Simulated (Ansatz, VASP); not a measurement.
**One calculation of CsBr, two programs**

```xyz
2
Lattice="4.4146 0.0000 0.0000 0.0000 4.4146 0.0000 0.0000 0.0000 4.3503" Properties=species:S:1:pos:R:3 pbc="T T T"
Cs    0.0000    0.0000    0.0000
Br    2.2073    2.2073    2.1751
```

Change from the starting cell: strain +0.030 along x and y, +0.015 along z, atoms carried along.

Alike in both runs: task single point; functional r2SCAN; k mesh 6 × 6 × 6; occupations gaussian, width 0.05 eV; no spin polarisation.

|  | VASP | Ansatz |
| --- | --- | --- |
| version | VASP 6.6.1 | Ansatz 0.2.0 |
| potentials or method | VASP PAW PBE potentials, release 64 (Cs_sv, Br), cutoff 550 eV | scalar-relativistic, plane waves, PAW |
| valence electrons in the cell | 16 | 16 |

Ansatz gave:

| Item | Value |
| --- | --- |
| gap on the k mesh at the Fermi level (eV) | 4.95 |
| least direct gap on the mesh (eV) | 4.97 |
| pressure (GPa) | -0.6 |
| traceless stress, the component that is largest in VASP (GPa) | 0.21 |

Problem. What did VASP give for the same quantities?

Solution. gap on the k mesh at the Fermi level (eV): 4.93; least direct gap on the mesh (eV): 4.95; pressure (GPa): -0.6; traceless stress, the component that is largest in VASP (GPa): 0.21.

VASP's potentials were made for PBE, not for r2SCAN. The functional is the same, so the differences come from potentials, cutoffs and numerics.

Neither program's run includes spin-orbit coupling.
